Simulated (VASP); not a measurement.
The system is SiB2.

```
Si B
1.0
     4.67650   -2.70000    0.00000
     4.67650    2.70000    0.00000
    -3.11547    0.00000    4.60153
Si B
4 8
Direct
  0.65350 0.01010 0.67360
  0.34650 0.98990 0.32640
  0.98990 0.34650 0.32640
  0.01010 0.65350 0.67360
  0.22120 0.22120 0.07290
  0.77890 0.36950 0.92710
  0.36950 0.77890 0.92710
  0.77880 0.77880 0.92710
  0.22110 0.63050 0.07290
  0.63050 0.22110 0.07290
  0.01010 0.01010 0.67360
  0.98990 0.98990 0.32640
```

| Property | Result |
| --- | --- |
| Program | VASP 6.6.1 |
| Task | relaxation of cell and atoms |
| Functional | PBE |
| Potentials or basis | VASP PAW PBE potentials, release 64 (Si, B) |
| Cutoff | 600 eV |
| k mesh | 4 × 4 × 4 |
| Occupations | gaussian, width 0.2 eV |
| Spin | no spin polarisation |

At the start: pressure 40.2 GPa; volume 9.68 Å³/atom.

Q: How do energy, volume and symmetry change on relaxing?

A: Over 24 steps the energy falls by 1051.5 meV/atom and the volume is 9.89 Å³/atom (+2.1 %); space group C2/m (No. 12, to 0.1 Å) before and after.

The path:
| step | energy change (eV) | largest force (eV/Å) | pressure (GPa) | volume (Å³) |
| --- | --- | --- | --- | --- |
| 1 | 0.0000 | 9.5363 | 40.16 | 116.20 |
| 2 | -2.0665 | 6.1867 | -5.82 | 161.00 |
| 3 | -6.0842 | 3.7963 | 2.77 | 135.20 |
| 4 | -6.1093 | 3.6826 | 3.50 | 134.35 |
| 5 | -7.2192 | 1.5373 | -18.21 | 146.10 |
| 6 | -7.4846 | 1.2859 | -13.08 | 142.16 |
| 7 | -8.8895 | 1.1515 | -6.81 | 129.88 |
| 8 | -9.2965 | 1.8714 | 1.99 | 120.61 |
| 9 | -9.8604 | 1.5162 | 6.71 | 117.00 |
| 10 | -9.8907 | 1.8493 | 8.68 | 115.86 |
| 11 | -10.3448 | 1.9876 | 6.73 | 116.56 |
| 12 | -10.9765 | 1.8316 | 4.41 | 118.27 |
| 13 | -10.9865 | 1.7498 | 4.52 | 118.54 |
| 14 | -11.3967 | 1.4873 | 0.10 | 120.69 |
| 15 | -11.6997 | 1.3729 | -6.34 | 124.76 |
| 16 | -12.0715 | 1.2357 | -3.96 | 122.56 |
| 17 | -12.2737 | 1.0468 | -0.02 | 119.95 |
| 18 | -12.5156 | 0.4653 | 0.56 | 118.93 |
| 19 | -12.5320 | 0.4412 | 0.99 | 118.60 |
| 20 | -12.5852 | 0.2488 | -0.46 | 119.24 |
| 21 | -12.5912 | 0.2528 | -1.07 | 119.54 |
| 22 | -12.6089 | 0.1540 | -0.12 | 118.83 |
| 23 | -12.6126 | 0.1328 | 0.60 | 118.31 |
| 24 | -12.6182 | 0.0785 | 0.08 | 118.65 |

Final structure:
```
Si B
1.0
     5.05703   -2.39385    0.17600
     5.05703    2.39385    0.17600
    -3.18207    0.00000    4.79001
Si B
4 8
Direct
  0.61452 0.12040 0.72450
  0.38548 0.87960 0.27550
  0.87960 0.38548 0.27550
  0.12040 0.61452 0.72450
  0.20900 0.20900 0.05024
  0.79836 0.42580 0.88876
  0.42580 0.79836 0.88876
  0.79100 0.79100 0.94976
  0.20164 0.57420 0.11124
  0.57420 0.20164 0.11124
  0.02785 0.02785 0.67413
  0.97215 0.97215 0.32587
```

Caveat: the relaxation stopped at a loose force limit of 0.08 eV/Å, so its end isn't a converged minimum.
